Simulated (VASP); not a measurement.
# BAs (qhas) (F-43m) in VASP: vibrations by perturbation theory with PBE

Aim: the vibrations by perturbation theory of BAs (qhas) with PBE.

Everything below comes from runs of VASP 6.6.1. Logs are shortened: lines on timing, memory, paths and dates and some standing lists are left out, and cuts for length are marked.

## (1) The cell of the first run

It takes space group F-43m (No. 216, cubic). The conventional cell has a = 4.809 Å, b = 4.809 Å, c = 4.809 Å, α = 90.00°, β = 90.00°, γ = 90.00°. Within 2.8 Å of B (site symmetry -43m) lie 4 As at 2.08 Å. As (site symmetry -43m) has 4 B at 2.08 Å within 2.8 Å.

## (2) Vibrations by perturbation theory, PBE

INCAR

```
SYSTEM = BAs
  ALGO = Normal
  EDIFF = 1E-8
  ENCUT = 500
  GGA = PE
  GGA_COMPAT = .False.
  IBRION = 8
  ISIF = 2
  ISMEAR = 0
  LASPH = .True.
  LCHARG = .False.
  LREAL = .False.
  LWAVE = .False.
  NBANDS = 11
  NELM = 120
  NSW = 1
  PREC = Accurate
  SIGMA = 0.01
```

KPOINTS

```
k-points
0
Gamma
  10 10 10
  0 0 0
```

POSCAR

```
BAs
1.0
    0.0000000000      2.4045499483      2.4045499483
    2.4045499483      0.0000000000      2.4045499483
    2.4045499483      2.4045499483      0.0000000000
B As
1 1
Direct
    0.0000000000      0.0000000000      0.0000000000
    0.2500000000      0.2500000000      0.2500000000
```

Potentials or basis: VASP PAW PBE potentials, release 64 (B, As).

The run is started by

```
cat potpaw_PBE.64/B/POTCAR potpaw_PBE.64/As/POTCAR > POTCAR
mpirun -np 1 vasp_std > vasp.out
```

OUTCAR:

```text
SYSTEM = BAs
   EDIFF = 1E-8
   ENCUT = 500
   GGA = PE
   IBRION = 8
   ISIF = 2
   ISMEAR = 0
   LASPH = .True.
   LREAL = .False.
   NELM = 120
   NSW = 1
   PREC = Accurate

 ion  position               nearest neighbor table
   1  0.000  0.000  0.000-   2 2.08   2 2.08   2 2.08   2 2.08
   2  0.250  0.250  0.250-   1 2.08   1 2.08   1 2.08   1 2.08

  LATTYP: Found a face centered cubic cell.
 ALAT       =     4.8090998966

  Lattice vectors:

 A1 = (   0.0000000000,   2.4045499483,   2.4045499483)
 A2 = (   2.4045499483,   0.0000000000,   2.4045499483)
 A3 = (   2.4045499483,   2.4045499483,   0.0000000000)

Analysis of symmetry for initial positions (statically):
=====================================================================
 Subroutine PRICEL returns:
 Original cell was already a primitive cell.

 Routine SETGRP: Setting up the symmetry group for a
 face centered cubic supercell.

 Subroutine GETGRP returns: Found 24 space group operations
 (whereof 24 operations were pure point group operations)
 out of a pool of 48 trial point group operations.

The static configuration has the point symmetry T_d .

Analysis of symmetry for dynamics (positions and initial velocities):
=====================================================================
 Subroutine PRICEL returns:
 Original cell was already a primitive cell.

 Routine SETGRP: Setting up the symmetry group for a
 face centered cubic supercell.

 Subroutine GETGRP returns: Found 24 space group operations
 (whereof 24 operations were pure point group operations)
 out of a pool of 48 trial point group operations.

The dynamic configuration has the point symmetry T_d .

 Subroutine INISYM returns: Found 24 space group operations
 (whereof 24 operations are pure point group operations),
 and found     1 'primitive' translations

----------------------------------------------------------------------------------------

                                     Primitive cell

  volume of cell :      27.8055

  direct lattice vectors                    reciprocal lattice vectors
     0.000000000  2.404549948  2.404549948    -0.207939120  0.207939120  0.207939120
     2.404549948  0.000000000  2.404549948     0.207939120 -0.207939120  0.207939120
     2.404549948  2.404549948  0.000000000     0.207939120  0.207939120 -0.207939120

  length of vectors
     3.400547148  3.400547148  3.400547148     0.360161121  0.360161121  0.360161121

  position of ions in fractional coordinates (direct lattice)
     0.000000000  0.000000000  0.000000000
     0.250000000  0.250000000  0.250000000

  ion indices of the primitive-cell ions
   primitive index   ion index
                 1           1
                 2           2

----------------------------------------------------------------------------------------

 KPOINTS: k-points

Automatic generation of k-mesh.
 Grid dimensions read from file:
 generate k-points for:   10   10   10

 Generating k-lattice:

  Cartesian coordinates                     Fractional coordinates (reciprocal lattice)
    -0.020793912  0.020793912  0.020793912     0.100000000  0.000000000  0.000000000
     0.020793912 -0.020793912  0.020793912     0.000000000  0.100000000  0.000000000
     0.020793912  0.020793912 -0.020793912     0.000000000  0.000000000  0.100000000

  Length of vectors
     0.036016112  0.036016112  0.036016112

  Shift w.r.t. Gamma in fractional coordinates (k-lattice)
     0.000000000  0.000000000  0.000000000

[... 75 lines left out ...]
   GGA     = PE    functional components
   LHFCALC =     F    Hartree Fock is set to
   AEXX    =    0.0000 exact exchange contribution
   IVDW    =     0    specifies the selected vdW correction
   LEPSILON=     F    determine dielectric tensor
   LRPA    =     F    only Hartree local field effects (RPA)
 non-spin polarized calculation
 Gauss-broadening in eV      SIGMA  =   0.01
  energy-cutoff  :      500.00
  volume of cell :       27.81
 maximum number of plane-waves:       725
 NGX is ok and might be reduce to    28
   NGX = 13   NGY = 13   NGZ = 13

--------------------------------------- Ionic step        1  -------------------------------------------

 number of electron       8.0000000 magnetization

 Free energy of the ion-electron system (eV)
  ---------------------------------------------------
  ext. energy  EPLUGINS =         0.00000000
  ---------------------------------------------------
  free energy    TOTEN  =       -11.41314969 eV

  energy without entropy =      -11.41314969  energy(sigma->0) =      -11.41314969

 E-fermi :   6.0350     XC(G=0): -10.4974

 val. band max:        5.9063263451   @ k =   0.0000   0.0000   0.0000
 cond. band min:       7.1025021460   @ k =   0.4000   0.4000   0.0000
 fundamental gap:      1.1961758009
 Fermi energy:         6.0350033208

 k-point     1 :       0.0000    0.0000    0.0000
  band No.  band energies     occupation
      1      -9.3131      2.00000
      2       5.9063      2.00000
      3       5.9063      2.00000
      4       5.9063      2.00000
      5       9.1579      0.00000
      6       9.1579      0.00000
      7       9.1579      0.00000
      8      10.3390      0.00000
      9      15.3929      0.00000
     10      18.7760      0.00000
     11      18.7760      0.00000
[... 309 lines left out ...]
 k-point    24 :       0.4000    0.3000    0.0000
  band No.  band energies     occupation
      1      -6.7238      2.00000
      2      -0.4978      2.00000
      3       2.0130      2.00000
      4       2.4926      2.00000
      5       7.6130      0.00000
      6       9.2946      0.00000
      7      14.6000      0.00000
      8      14.8435      0.00000
      9      17.7855      0.00000
     10      21.4684      0.00000
     11      21.6477      0.00000

 [... further k-points ...]
[... 5 lines left out ...]
  --------------------------------------------------------------------------------------
  -------------------------------------------------------------------------------------
  Total        0.1074095      0.1074095      0.1074095      0.0000000      0.0000000     -0.0000000
  in kB        6.1890180      6.1890180      6.1890180      0.0000000      0.0000000     -0.0000000
  external PRESSURE =       6.1890180 kB  Pullay stress =       0.0000000 kB

 VOLUME and BASIS-vectors are now :
 -----------------------------------------------------------------------------
  energy-cutoff  :      500.00
  volume of cell :       27.81
      direct lattice vectors                 reciprocal lattice vectors
     0.000000000  2.404549948  2.404549948    -0.207939120  0.207939120  0.207939120
     2.404549948  0.000000000  2.404549948     0.207939120 -0.207939120  0.207939120
     2.404549948  2.404549948  0.000000000     0.207939120  0.207939120 -0.207939120

 POSITION                                       TOTAL-FORCE (eV/Angst)
 -----------------------------------------------------------------------------------
      0.00000      0.00000      0.00000         0.000000      0.000000      0.000000
      1.20227      1.20227      1.20227        -0.000000     -0.000000     -0.000000
 -----------------------------------------------------------------------------------
    total drift:                               -0.000000     -0.000000     -0.000000

  FREE ENERGIE OF THE ION-ELECTRON SYSTEM (eV)
  ---------------------------------------------------
  free  energy   TOTEN  =       -11.4131496927 eV

  energy  without entropy=      -11.4131496927  energy(sigma->0) =      -11.41314969

[... ionic steps 2 to 3 ...]

--------------------------------------- Ionic step        4  -------------------------------------------

------------------------ aborting loop because EDIFF is reached ----------------------------------------

[... ionic steps 5 to 6 ...]

--------------------------------------- Ionic step        7  -------------------------------------------

 Free energy of the ion-electron system (eV)
  ---------------------------------------------------
  ---------------------------------------------------
  free energy    TOTEN  =        -0.03674498 eV

  energy without entropy =       -0.03674498

------------------------ aborting loop because EDIFF is reached ----------------------------------------

 INTERNAL STRAIN TENSOR  FOR ION    2  DIRECTION 1   (eV/Angst):
 -----------------------------------------------------------------------------
     0.00551  0.00000  0.00000
     0.00000 -0.00048 -6.38414
     0.00000 -6.38414 -0.00048

 INTERNAL STRAIN TENSOR FOR ION    2 for displacements in x,y,z  (eV/Angst):
          X           Y           Z          XY          YZ          ZX
  --------------------------------------------------------------------------------
  x     0.00000    -0.00000    -0.00000     0.00000    -6.38414     0.00000
  y    -0.00000    -0.00000    -0.00000     0.00000     0.00000    -6.38414
  z    -0.00000    -0.00000     0.00000    -6.38414     0.00000     0.00000

 SECOND DERIVATIVES (NOT SYMMETRIZED)
 ------------------------------------
               1X          1Y          1Z          2X          2Y          2Z
  1X   -16.165055    0.000000    0.000000   16.165055    0.000000    0.000000
  1Y     0.000000  -16.165055    0.000000    0.000000   16.165055    0.000000
  1Z     0.000000    0.000000  -16.165055    0.000000    0.000000   16.165055
  2X    16.168102    0.000000    0.000000  -16.168102    0.000000    0.000000
  2Y     0.000000   16.168102    0.000000    0.000000  -16.168102    0.000000
  2Z     0.000000    0.000000   16.168102    0.000000    0.000000  -16.168102

 Eigenvectors and eigenvalues of the dynamical matrix
 ----------------------------------------------------

   1 f  =   20.449414 THz   128.487459 2PiTHz  682.119035 cm-1    84.571944 meV
             X         Y         Z           dx          dy          dz
      0.000000  0.000000  0.000000     0.000000    0.934815    0.000000
      1.202275  1.202275  1.202275     0.000000   -0.355136    0.000000
[... 21 lines left out ...]
   6 f/i=    0.000640 THz     0.004021 2PiTHz    0.021345 cm-1     0.002646 meV
             X         Y         Z           dx          dy          dz
      0.000000  0.000000  0.000000     0.000000    0.000000   -0.355136
      1.202275  1.202275  1.202275     0.000000    0.000000   -0.934815

--------------------------------------------------------------------------------------------------------

 ELASTIC MODULI CONTR FROM IONIC RELAXATION (kBar)
 Direction    XX          YY          ZZ          XY          YZ          ZX
 --------------------------------------------------------------------------------
 XX          -0.0000     -0.0000      0.0000     -0.0000      0.0000     -0.0000
 YY          -0.0000     -0.0000     -0.0000     -0.0000     -0.0000     -0.0000
 ZZ           0.0000     -0.0000     -0.0000      0.0000     -0.0000     -0.0000
 XY          -0.0000     -0.0000      0.0000   -153.0041      0.0000      0.0000
 YZ           0.0000     -0.0000     -0.0000      0.0000   -153.0041      0.0000
 ZX          -0.0000     -0.0000     -0.0000      0.0000      0.0000   -153.0041
 --------------------------------------------------------------------------------
```

Run time: 2.4 min. Hardware: 1 thread of AMD EPYC 7R43 (Zen 3), shared host; peak memory 0.23 GiB.

Results:

* Highest phonon frequency at Γ, LO-TO splitting left out: 682 cm⁻¹

Phonon frequencies in cm⁻¹ (negative: imaginary):
```
              q point        frequencies
(0.000, 0.000, 0.000)  0 0 0 682 682 682
```
